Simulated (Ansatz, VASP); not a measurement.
# One calculation of C, two programs

```
C
1.0
     1.14341   -2.27812    0.00000
     1.14341    2.27812    0.00000
     0.00000    0.00000    7.37782
C
4
Direct
  0.08332 0.91668 0.74984
  0.58332 0.41668 0.25016
  0.91668 0.08332 0.25016
  0.41668 0.58332 0.74984
```

Change from the starting cell: normal strain along x -0.0700, normal strain along y +0.0700.

Alike in both runs: task single point; functional PBEsol; k mesh 18 × 18 × 6; occupations gaussian, width 0.15 eV; no spin polarisation.

```csv
,VASP,Ansatz
version,VASP 6.6.1,Ansatz 0.2.0
potentials or method,"VASP PAW PBE potentials, release 64 (C), cutoff 520 eV","scalar-relativistic, plane waves, PAW"
valence electrons in the cell,16,16
```

VASP gave:

| Property | Result |
| --- | --- |
| gap on the k mesh at the Fermi level (eV) | 0.66 |
| least direct gap on the mesh (eV) | 0.66 |
| pressure (GPa) | 6.6 |
| traceless stress, the component that is largest in VASP (GPa) | 61.78 |
| rms of the force components (eV/Å) | 0.741 |

Question: Estimate Ansatz's values.

Answer: gap on the k mesh at the Fermi level (eV): 0.66; least direct gap on the mesh (eV): 0.66; pressure (GPa): 6.0; traceless stress, the component that is largest in VASP (GPa): 61.20; rms of the force components (eV/Å): 0.717.

VASP's potentials were made for PBE, not for PBEsol, and Ansatz warns of the same on its side. Atom by atom the forces differ by 0.024 eV/Å (rms over components). The functional is the same, so the differences come from potentials, cutoffs and numerics.
